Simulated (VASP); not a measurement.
Set up this calculation in VASP 6.6.1, as the native input.

```
Task                   : single point
Functional             : PBEsol
Potentials or basis    : VASP PAW PBE potentials, release 64 (Hf_pv, O)
Cutoff                 : 520 eV
k mesh                 : 5 × 8 × 4
Occupations            : fermi-dirac, width 0.05 eV
Spin                   : no spin polarisation
Hubbard terms          : Hf d U = 3.5 eV
Dipole correction      : no
Further INCAR settings : ALGO = Normal; EDIFF = 1e-06; NBANDS = 56
```

The structure of HfO2 lies in POSCAR:

```
HfO2
1.0
    5.5563950000      0.0000000000      0.0000000000
    0.0000000000      3.3335970000      0.0000000000
    0.0000000000      0.0000000000      6.5049950000
Hf O
4 8
Direct
    0.7486820000      0.7500000000      0.6078710000
    0.2513180000      0.2500000000      0.3921290000
    0.2486820000      0.7500000000      0.8921290000
    0.7513180000      0.2500000000      0.1078710000
    0.6394990000      0.2500000000      0.4234000000
    0.3605010000      0.7500000000      0.5766000000
    0.1394990000      0.2500000000      0.0766000000
    0.8605010000      0.7500000000      0.9234000000
    0.5207940000      0.2500000000      0.8414530000
    0.4792060000      0.7500000000      0.1585470000
    0.0207940000      0.2500000000      0.6585470000
    0.9792060000      0.7500000000      0.3414530000
```

These files were run (other wordings do the same):

INCAR

```
SYSTEM = HfO2
PREC = Accurate ; ENCUT = 520
EDIFF = 1E-6 ; ISMEAR = -1
SIGMA = 0.05 ; LREAL = .FALSE.
LASPH = .TRUE. ; NELM = 150
ALGO = Normal ; ISIF = 2
LWAVE = .FALSE. ; LCHARG = .FALSE.
LMAXMIX = 4 ; LDAU = .TRUE.
LDAUTYPE = 2 ; LDAUL = 2 -1
LDAUU = 3.5 0 ; LDAUJ = 0 0
LDAUPRINT = 1 ; GGA = PS
NBANDS = 56
```

KPOINTS

```
regular mesh
0
G
  5 8 4
  0 0 0
```

Potentials or basis: VASP PAW PBE potentials, release 64 (Hf_pv, O).

Launch:

```bash
$ cat potpaw_PBE.64/Hf_pv/POTCAR potpaw_PBE.64/O/POTCAR > POTCAR
$ mpirun -np 1 vasp_std > vasp.out
```

Results of the run:

The pressure is 2.5 GPa, the largest force is 0.259 eV/Å and the band gap on the k mesh is 3.71 eV.

Caveat: the PAW data sets were made with another functional, which shifts forces and pressure a little; spin-orbit coupling is left out, which moves the levels of the heavy elements; an odd mesh through Γ misses points on the zone boundary, where band edges can lie.

Run time: 2.3 min on 1 thread of Intel(R) Xeon(R) 6975P-C (Granite Rapids), on a shared host, peak memory 0.36 GiB.
